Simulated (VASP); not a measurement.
Here is a VASP 6.6.1 calculation.

Contents of INCAR:

```
SYSTEM = KF
PREC = Accurate
ENCUT = 520
EDIFF = 1E-6
ISMEAR = -1
SIGMA = 0.02
LREAL = .FALSE.
LASPH = .TRUE.
NELM = 80
ALGO = Normal
ISIF = 2
LWAVE = .FALSE.
LCHARG = .FALSE.
NBANDS = 15
```

KPOINTS

```
Automatic mesh
0
G
  9 9 9
  0 0 0
```

POSCAR

```
KF
1.0
    3.2149096683      0.0000000000      0.0000000000
    0.0000000000      3.2149096683      0.0000000000
    0.0000000000      0.0000000000      3.2149096683
K F
1 1
Direct
    0.0000000000      0.0000000000      0.0000000000
    0.5000000000      0.5000000000      0.5000000000
```

Potentials or basis: VASP PAW LDA potentials, release 64 (K_sv, F).

Command:

```console
$ cat potpaw_LDA.64/K_sv/POTCAR potpaw_LDA.64/F/POTCAR > POTCAR
$ mpirun -np 1 vasp_std > vasp.out
```

Estimate the band gap on the k mesh.

6.21 eV, indirect (least direct gap 6.24 eV).

Predict the pressure.

-4.7 GPa.

 A k mesh can miss the band edges.
